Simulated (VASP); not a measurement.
Input of a VASP 6.6.1 run:

INCAR

```
ALGO = Normal
EDIFF = 1E-6
ENCUT = 520
GGA = PS
ISIF = 2
ISMEAR = 0
LASPH = T
LCHARG = T
LELF = T
LREAL = Auto
LVHAR = T
LWAVE = F
NBANDS = 81
NELM = 60
PREC = Accurate
SIGMA = 0.02
```

The input KPOINTS:

```
k-points
0
Gamma
  6 6 6
```

File POSCAR:

```
AlGa7As8
1.0
   -5.6609690722      5.6609690722      0.0000000000
   -5.6609690722      0.0000000000      5.6609690722
    0.0000000000      5.6609690722      5.6609690722
Al Ga As
1 7 8
Direct
    0.0000000000      0.0000000000      0.0000000000
    0.5001772101     -0.0001772101     -0.0001772101
   -0.0001772101      0.5001772101     -0.0001772101
   -0.0001772101     -0.0001772101      0.5001772101
    0.5001772101      0.5001772101     -0.0001772101
    0.5001772101     -0.0001772101      0.5001772101
   -0.0001772101      0.5001772101      0.5001772101
    0.5000000000      0.5000000000      0.5000000000
    0.8750091989      0.8750091989      0.3749724033
    0.3749877706      0.8750366881      0.3749877706
    0.8750366881      0.3749877706      0.3749877706
    0.8750091989      0.8750091989      0.8750091989
    0.3749877706      0.3749877706      0.3749877706
    0.3749724033      0.8750091989      0.8750091989
    0.8750091989      0.3749724033      0.8750091989
    0.3749877706      0.3749877706      0.8750366881
```

Potentials or basis: VASP PAW PBE potentials, release 64 (Al, Ga_d, As).

The run is started by

```sh
$ cat potpaw_PBE.64/Al/POTCAR potpaw_PBE.64/Ga_d/POTCAR potpaw_PBE.64/As/POTCAR > POTCAR
$ mpirun -np 1 vasp_std > vasp.out
```

(1) Estimate the band gap on the k mesh.

(2) What does it give for the largest force?

(3) Predict the pressure.

Answers

(1) 0.56 eV, direct.

(2) 0.010 eV/Å.

(3) 0.2 GPa.

Caveat: the PAW data sets were made with another functional, which shifts forces and pressure a little.
